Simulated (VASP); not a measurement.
Wanted: the native input for a VASP 6.6.1 run.

- Task: single point
- Functional: PBE
- Dispersion: D3(BJ)
- Potentials or basis: VASP PAW PBE potentials, release 64 (O, H, C)
- Cutoff: 520 eV
- k mesh: 1 × 1 × 1
- Occupations: fermi-dirac, width 0.02 eV
- Spin: no spin polarisation
- Dipole correction: no
- Further INCAR settings: LREAL = Auto; ALGO = Normal; EDIFF = 1e-06; NBANDS = 39

The structure of H10CO6 lies in POSCAR:

```
H10CO6
1.0
    5.4814800000      0.0000000000      0.0000000000
    0.0000000000      5.4814800000      0.0000000000
    0.0000000000      0.0000000000      5.4814800000
O H C
6 10 1
Direct
   -0.0589621781      1.0853273204      0.0569006911
    0.9072367317      0.5569116370      0.6802542379
    0.1334311171      0.7626589899      0.3361318476
    0.6065880018      0.9297124134      0.7945299445
    0.3316440086      0.3494676620      0.1004655677
    0.5444150120      0.1796047783      0.4158913286
   -0.2192655998      1.0354137934     -0.0546932580
   -0.0307216299      0.9061238935      0.2031568117
    0.9657975583      0.6563008531      0.8044725147
    0.7286535753      0.5273028452      0.6965272153
    0.2396615513      0.7194407350      0.1893284295
    0.0599838000      0.6172603020      0.3902230784
    0.6787947781      0.8096171107      0.6678305859
    0.5448528500      1.0726847494      0.6959799178
    0.1174135452      0.1442493633      0.0372344695
    0.6258346286      0.5012332436      0.2700000730
    0.5132555441      0.3335777929      0.2619730438
```

These files were run (other wordings do the same):

INCAR

```
SYSTEM = H10CO6
PREC = Accurate
ENCUT = 520
EDIFF = 1E-6
ISMEAR = -1
SIGMA = 0.02
LREAL = Auto
LASPH = .True.
NELM = 80
ALGO = Normal
ISIF = 2
LWAVE = .False.
LCHARG = .True.
GGA = PE
IVDW = 12
LELF = .True.
LVHAR = .True.
NBANDS = 39
```

KPOINTS

```
regular mesh
0
Gamma
  1 1 1
  0 0 0
```

Potentials or basis: VASP PAW PBE potentials, release 64 (O, H, C).

The run is started by

```sh
$ cat potpaw_PBE.64/O/POTCAR potpaw_PBE.64/H/POTCAR potpaw_PBE.64/C/POTCAR > POTCAR
$ mpirun -np 1 vasp_gam > vasp.out
```

It gave:

The pressure is -1.1 GPa, the largest force is 4.626 eV/Å and the dispersion energy per atom is -0.042 eV.

Caveat: the k points lie up to 1.15 Å⁻¹ apart; the atoms stand as in a frame of molecular dynamics.

It took 42 s on 1 thread of Intel Xeon 8259CL (shared host), peak memory 0.24 GiB.
